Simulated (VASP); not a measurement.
Here is a VASP 6.6.1 calculation.

The input INCAR:

```
SYSTEM = MgO
ALGO = Normal
EDIFF = 1E-6
ENCUT = 750
GGA = CA
GGA_COMPAT = .FALSE.
ISIF = 2
ISMEAR = 0
LASPH = .TRUE.
LCHARG = .FALSE.
LREAL = .FALSE.
LWAVE = .FALSE.
NBANDS = 15
NELM = 120
PREC = Accurate
SIGMA = 0.05
```

KPOINTS

```
k-points
0
G
  9 9 8
  0 0 0
```

The input POSCAR:

```
MgO
1.0
    2.9380209034      0.0000000000      0.0000000000
   -1.4690104517      2.5444007392      0.0000000000
    0.0000000000      0.0000000000      2.7600704000
Mg O
1 1
Direct
    0.0000000000      0.0000000000      0.0000000000
    0.3333333333      0.6666666667      0.5000000000
```

Potentials or basis: VASP PAW LDA potentials, release 64 (Mg_sv, O).

Launch:

```sh
$ cat potpaw_LDA.64/Mg_sv/POTCAR potpaw_LDA.64/O/POTCAR > POTCAR
$ mpirun -np 1 vasp_std > vasp.out
```

(1) Estimate the band gap on the k mesh.

(2) What does it give for the pressure?

## Answers

(1) 2.66 eV (least direct gap 3.10 eV).

(2) -13.4 GPa.

Caveat: the cell differs from its parent crystal (strain +0.000 along x and y, +0.030 along z); the cell stands under tension; an odd mesh through Γ misses points on the zone boundary, where band edges can lie.
